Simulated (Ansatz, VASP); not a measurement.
Two plane-wave programs on ZrWS4

```xyz
6
Lattice="4.2082 0.0000 0.0000 0.0000 4.2082 0.0000 0.0000 0.0000 5.9513" Properties=species:S:1:pos:R:3 pbc="T T T"
Zr    2.1041    2.1041    2.9756
W     0.0000    0.0000    0.0000
S     2.1041    0.0000    1.4878
S     0.0000    2.1041    4.4635
S     2.1041    0.0000    4.4635
S     0.0000    2.1041    1.4878
```

Alike in both runs: task relaxation of cell and atoms; functional PBE; k mesh 4 × 4 × 4; occupations gaussian, width 0.1 eV; collinear spin.

```csv
,VASP,Ansatz
version,VASP 6.6.1,Ansatz 0.2.0
potentials or method,"VASP PAW PBE potentials, release 64 (Zr_sv, W_sv, S), cutoff 600 eV","scalar-relativistic, plane waves, PAW"
valence electrons in the cell,50,50
```

```tsv
	VASP	Ansatz	Ansatz less VASP
gap on the k mesh at the Fermi level, each at its own relaxed structure (eV)	none	none	-
net moment per atom (μB)	0.31	0.31	-0.001
size of the moment on the site where the two differ most (μB)	1.39	1.18	-0.211
relaxed volume (Å³/atom)	18.94	18.89	-0.047
relaxed cell length with the largest relative difference (Å)	6.164	6.153	-0.0110
```

Site moments also hang on the region over which each program counts them. A gap of «none» marks a metal or a gap that the smearing closes. Ansatz's warnings: no starting moments.

The k mesh is coarse, so the values compare programs but aren't converged. Neither program's run includes spin-orbit coupling.
